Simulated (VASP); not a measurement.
Set up this calculation in VASP 6.6.1, as the native input.

- Task: single point
- Functional: PBE
- Potentials or basis: VASP PAW PBE potentials, release 64 (Be, Zn, O)
- Cutoff: 600 eV
- k mesh: 4 × 4 × 4
- Occupations: gaussian, width 0.2 eV
- Spin: no spin polarisation
- Dipole correction: no
- Further INCAR settings: ALGO = Normal; EDIFF = 1e-06; NBANDS = 37

The structure of BeZn4O lies in POSCAR:

```
BeZn4O
1.0
    5.2647769878      0.0000000031      0.0000000000
   -2.6323884966      4.5594306152      0.0000000000
    0.0000000000      0.0000000000      3.7005523215
Be Zn O
1 4 1
Direct
    0.6666666667      0.3333333333      0.0000000000
    0.3333333333      0.6666666667      0.0000000000
    0.6791301899      0.8395650950      0.5000000000
    0.1604349050      0.8395650950      0.5000000000
    0.1604349050      0.3208698101      0.5000000000
    0.0000000000      0.0000000000      0.0000000000
```

One way to write it, as run:

INCAR

```
SYSTEM = BeZn4O
PREC = Accurate
ENCUT = 600
EDIFF = 1E-6
ISMEAR = 0
SIGMA = 0.2
LREAL = .False.
LASPH = .True.
NELM = 120
ALGO = Normal
ISIF = 2
LWAVE = .False.
LCHARG = .False.
GGA = PE
NBANDS = 37
GGA_COMPAT = .False.
```

KPOINTS

```
Automatic mesh
0
Gamma
  4 4 4
  0 0 0
```

Potentials or basis: VASP PAW PBE potentials, release 64 (Be, Zn, O).

Launch:

```sh
$ cat potpaw_PBE.64/Be/POTCAR potpaw_PBE.64/Zn/POTCAR potpaw_PBE.64/O/POTCAR > POTCAR
$ mpirun -np 1 vasp_std > vasp.out
```

Results of the run:

```json
{
 "Pressure": "0.8 GPa",
 "Largest force": "0.032 eV/Å",
 "Band gap on the k mesh": "zero (band 28 reaches 3.60 eV, above the bottom of band 29 at 2.29 eV)"
}
```

Caveat: the k points lie up to 0.42 Å⁻¹ apart.

It took 30 s on 1 thread of AMD EPYC 9R45 96-Core Processor (Zen 5), with other jobs on the host, peak memory 0.2 GiB.
